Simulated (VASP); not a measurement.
Wanted: the native input for a VASP 6.6.1 run.

- Task: single point
- Functional: PBEsol
- Potentials or basis: VASP PAW PBE potentials, release 64 (Mg, Se)
- Cutoff: 600 eV
- k mesh: 8 × 8 × 8
- Occupations: gaussian, width 0.05 eV
- Spin: no spin polarisation
- Dipole correction: no
- Further INCAR settings: ALGO = Normal; EDIFF = 1e-06; NBANDS = 11

The structure of MgSe lies in POSCAR:

```
MgSe
1.0
    0.0000000000      2.8617750000      2.7936375000
    2.8617750000      0.0000000000      2.7936375000
    2.8617750000      2.8617750000      0.0000000000
Mg Se
1 1
Direct
    0.0000000000      0.0000000000      0.0000000000
    0.5000000000      0.5000000000      0.5000000000
```

This cell differs from its parent crystal: strain +0.050 along x and y, +0.025 along z.

One way to write it, as run:

INCAR

```
PREC     = Accurate       # precision mode
ENCUT    = 600            # plane-wave cutoff, eV
EDIFF    = 1E-6           # SCF threshold, eV
ISMEAR   = 0              # smearing method
SIGMA    = 0.05           # smearing width, eV
LREAL    = False          # projectors in reciprocal space
LASPH    = True           # aspherical terms in the spheres
NELM     = 120            # most SCF steps
ALGO     = Normal         # electronic algorithm
ISIF     = 2              # what is computed and relaxed
LWAVE    = False          # write WAVECAR
LCHARG   = False          # write CHGCAR
GGA      = PS             # functional
NBANDS   = 11             # bands
GGA_COMPAT= False
```

KPOINTS

```
regular mesh
0
Gamma
  8 8 8
```

Potentials or basis: VASP PAW PBE potentials, release 64 (Mg, Se).

Run with:

```sh
$ cat potpaw_PBE.64/Mg/POTCAR potpaw_PBE.64/Se/POTCAR > POTCAR
$ mpirun -np 1 vasp_std > vasp.out
```

It gave:

| Item | Value |
| --- | --- |
| Pressure | -6.2 GPa |
| Band gap on the k mesh | 1.47 eV, indirect (least direct gap 1.72 eV) |

Caveat: the cell differs from its parent crystal (strain +0.050 along x and y, +0.025 along z); the PAW data sets were made with another functional, which shifts forces and pressure a little.

It took 21 s on 1 thread of Intel Xeon 6975P-C, on a shared host, peak memory 0.2 GiB.
